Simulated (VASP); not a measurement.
# Ag (P-3m1) in VASP: a series of runs, part 2 of 2

VASP 6.6.1. Earlier steps stand in the parts before.

## 3. Single point, PBEsol (atom 1 (Ag) moved by (+0.000, -0.225) A along y and z)

The input, INCAR:

```
  ALGO = Fast
  EDIFF = 1E-7
  ENCUT = 520
  GGA = PS
  ISIF = 2
  ISMEAR = 0
  LASPH = T
  LCHARG = F
  LREAL = F
  LWAVE = F
  NBANDS = 18
  NELM = 80
  PREC = Accurate
  SIGMA = 0.15
```

The input, KPOINTS:

```
k-points
0
Gamma
  18 18 10
```

The input, POSCAR:

```
Ag
1.0
    2.9299980804      0.0000000000      0.0000000000
   -1.4649990402      2.5374527707      0.0000000000
    0.0000000000      0.0000000000      4.7900000000
Ag
2
Direct
    0.3333333333      0.6666666667      0.2030271399
    0.6666666667      0.3333333333      0.7500000000
```

Potentials or basis: VASP PAW PBE potentials, release 64 (Ag).

Launch:

```bash
> cat potpaw_PBE.64/Ag/POTCAR > POTCAR
> mpirun -np 1 vasp_std > vasp.out
```

OUTCAR:

```text
EDIFF = 1E-7
   ENCUT = 520
   GGA = PS
   ISIF = 2
   ISMEAR = 0
   LASPH = T
   LREAL = F
   NELM = 80
   PREC = Accurate

 ion  position               nearest neighbor table
   1  0.333  0.667  0.203-   2 2.75   2 2.75   2 2.75   2 3.12   2 3.12   2 3.12
   2  0.667  0.333  0.750-   1 2.75   1 2.75   1 2.75   1 3.12   1 3.12   1 3.12

  LATTYP: Found a hexagonal cell.
 ALAT       =     2.9299980804
 C/A-ratio  =     1.6348133577

  Lattice vectors:

 A1 = (   2.9299980804,   0.0000000000,   0.0000000000)
 A2 = (  -1.4649990402,   2.5374527707,   0.0000000000)
 A3 = (   0.0000000000,   0.0000000000,   4.7900000000)

Analysis of symmetry for initial positions (statically):
=====================================================================
 Subroutine PRICEL returns:
 Original cell was already a primitive cell.

 Routine SETGRP: Setting up the symmetry group for a
 hexagonal supercell.

 Subroutine GETGRP returns: Found 12 space group operations
 (whereof  6 operations were pure point group operations)
 out of a pool of 24 trial point group operations.

The static configuration has the point symmetry C_3v.
 The point group associated with its full space group is D_3d.

Analysis of symmetry for dynamics (positions and initial velocities):
=====================================================================
 Subroutine PRICEL returns:
 Original cell was already a primitive cell.

 Routine SETGRP: Setting up the symmetry group for a
 hexagonal supercell.

 Subroutine GETGRP returns: Found 12 space group operations
 (whereof  6 operations were pure point group operations)
 out of a pool of 24 trial point group operations.

The dynamic configuration has the point symmetry C_3v.
 The point group associated with its full space group is D_3d.

 Subroutine INISYM returns: Found 12 space group operations
 (whereof  6 operations are pure point group operations),
 and found     1 'primitive' translations

[... 112 lines left out ...]
   IMIX   =      4    mixing-type and parameters
     AMIX     =   0.40;   BMIX     =  1.00
     AMIX_MAG =   1.60;   BMIX_MAG =  1.00
  volume/ion in A,a.u.               =      17.81       120.16
  Fermi-wavevector in a.u.,A,eV,Ry     =   1.394276  2.634800 26.449806  1.944006
  Thomas-Fermi vector in A             =   2.517841
   LORBIT       =      0    0 simple, 1 ext, 2 COOP (PROOUT), +10 PAW based schemes
   GGA     = PS    functional components
   LHFCALC =     F    Hartree Fock is set to
   AEXX    =    0.0000 exact exchange contribution
   IVDW    =     0    specifies the selected vdW correction
   LEPSILON=     F    determine dielectric tensor
   LRPA    =     F    only Hartree local field effects (RPA)
 non-spin polarized calculation
 RMM-DIIS sequential band-by-band and
 Gauss-broadening in eV      SIGMA  =   0.15
  energy-cutoff  :      520.00
  volume of cell :       35.61
 maximum number of plane-waves:       990
 NGX is ok and might be reduce to    24
   NGX = 11   NGY = 11   NGZ = 17

 number of electron      22.0000006 magnetization

 Free energy of the ion-electron system (eV)
  ---------------------------------------------------
  ext. energy  EPLUGINS =         0.00000000
  ---------------------------------------------------
  free energy    TOTEN  =        -6.44796679 eV

  energy without entropy =       -6.44102257  energy(sigma->0) =       -6.44449468

 E-fermi :   7.6522     XC(G=0): -12.1322

 val. band max:        7.6495855261   @ k =   0.1667   0.0556   0.2000
 cond. band min:       7.6629383423   @ k =   0.1111   0.0000   0.1000
 fundamental gap:      0.0133528162
 Fermi energy:         7.6521933885

 k-point     1 :       0.0000    0.0000    0.0000
  band No.  band energies     occupation
      1       0.0997      2.00000
      2       1.4283      2.00000
      3       3.0372      2.00000
      4       3.0372      2.00000
      5       3.0789      2.00000
      6       3.1563      2.00000
[... 481 lines left out ...]
      5       3.3313      2.00000
      6       3.5537      2.00000
[... 10 lines left out ...]
     17      18.6943      0.00000
     18      22.5706      0.00000

 [... further k-points ...]

------------------------ aborting loop because EDIFF is reached ----------------------------------------

  FORCE on cell =-STRESS in cart. coord.  units (eV):
  Direction    XX          YY          ZZ          XY          YZ          ZX
  --------------------------------------------------------------------------------------
  -------------------------------------------------------------------------------------
  Total       -0.9996063     -0.9996063     -0.4647599      0.0000000      0.0000000      0.0000000
  in kB      -44.9716428    -44.9716428    -20.9092473      0.0000000      0.0000000      0.0000000
  external PRESSURE =     -36.9508443 kB  Pullay stress =       0.0000000 kB

 VOLUME and BASIS-vectors are now :
 -----------------------------------------------------------------------------
  energy-cutoff  :      520.00
  volume of cell :       35.61
      direct lattice vectors                 reciprocal lattice vectors
     2.929998080  0.000000000  0.000000000     0.341297152  0.197048003  0.000000000
    -1.464999040  2.537452771  0.000000000     0.000000000  0.394096005  0.000000000
     0.000000000  0.000000000  4.790000000     0.000000000  0.000000000  0.208768267

 POSITION                                       TOTAL-FORCE (eV/Angst)
 -----------------------------------------------------------------------------------
     -0.00000      1.69164      0.97250         0.000000      0.000000      1.052692
      1.46500      0.84582      3.59250        -0.000000     -0.000000     -1.052692
 -----------------------------------------------------------------------------------
    total drift:                                0.000000      0.000000     -0.000017

  FREE ENERGIE OF THE ION-ELECTRON SYSTEM (eV)
  ---------------------------------------------------
  free  energy   TOTEN  =        -6.4479667884 eV

  energy  without entropy=       -6.4410225655  energy(sigma->0) =       -6.44449468
```

stdout:

```text
POSCAR found type information on POSCAR Ag
 POSCAR found :  1 types and       2 ions
 scaLAPACK will be used
 -----------------------------------------------------------------------------
|                                                                             |
|                                                                             |
|     You enforced a specific xc type in the INCAR file but a different       |
|     I HOPE YOU KNOW WHAT YOU ARE DOING!                                     |
|                                                                             |
 -----------------------------------------------------------------------------

 LDA part: xc-table for (Slater+PW92), standard interpolation
 POSCAR, INCAR and KPOINTS ok, starting setup
 FFT: planning ... GRIDC
 FFT: planning ... GRID_SOFT
 FFT: planning ... GRID
 WAVECAR not read
 entering main loop
```

Wall time 2.3 min (1 thread of AMD EPYC 9R14 (Zen 4), shared host); peak memory 0.26 GiB.

What came out:

| Quantity | Value |
| --- | --- |
| Free energy | -6.4480 eV |
| Pressure | -3.7 GPa |
| Largest force | 1.053 eV/Å |
| Band gap on the k mesh | zero (bands 11 and 12 overlap by 7.07 eV) |

Forces on the atoms (eV/Å):
```
Ag   0.000  0.000  1.053
Ag   0.000  0.000 -1.053
```

Caveat: the cell differs from its parent crystal (atom 1 (Ag) moved by (+0.000, -0.225) A along y and z); the cell stands under tension; the PAW data sets were made with another functional, which shifts forces and pressure a little.
